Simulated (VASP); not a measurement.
## W: single point with r2SCAN

System: W, a slab with vacuum.

```
W
1.0
     2.84056    0.00000    0.00000
     0.00000    2.84056    0.00000
     0.00000    0.00000   23.02573
W
4
Direct
  0.50000 0.50000 0.36915
  0.00000 0.00000 0.45638
  0.50000 0.50000 0.54405
  0.00000 0.00000 0.62996
```

```json
{
  "Program": "VASP 6.6.1",
  "Task": "single point",
  "Functional": "r2SCAN",
  "Potentials or basis": "VASP PAW PBE potentials, release 64 (W_sv)",
  "Cutoff": "520 eV",
  "k mesh": "10 × 10 × 1",
  "Occupations": "gaussian, width 0.1 eV",
  "Spin": "no spin polarisation"
}
```

```
Largest force          : 0.162 eV/Å
Band gap on the k mesh : zero (bands 28 and 29 overlap by 2.13 eV)
```

Forces on the atoms (eV/Å):
```
W    0.000  0.000  0.092
W    0.000  0.000 -0.162
W    0.000  0.000 -0.017
W    0.000  0.000  0.087
```

Levels at points of the mesh, in eV from the Fermi level:
```tsv
k point	band 24	band 25	band 26	band 27	band 28	band 29	band 30	band 31	band 32	band 33
(0.00, 0.00, 0.00)	-1.19	-0.99	-0.42	-0.23	-0.23	0.87	0.95	0.95	1.69	2.32
(0.50, 0.00, 0.00)	-1.67	-1.02	-1.01	-0.38	-0.38	0.27	0.28	0.74	0.75	2.89
(0.50, 0.50, 0.00)	-2.92	-0.56	-0.56	1.85	1.89	2.61	2.61	4.07	4.11	4.31
```

It took 22 min on 1 thread of Intel Xeon 8259CL (shared host), peak memory 0.4 GiB.

Caveat: the PAW data sets were made with another functional, which shifts forces and pressure a little; spin-orbit coupling is left out, which moves the levels of the heavy elements.
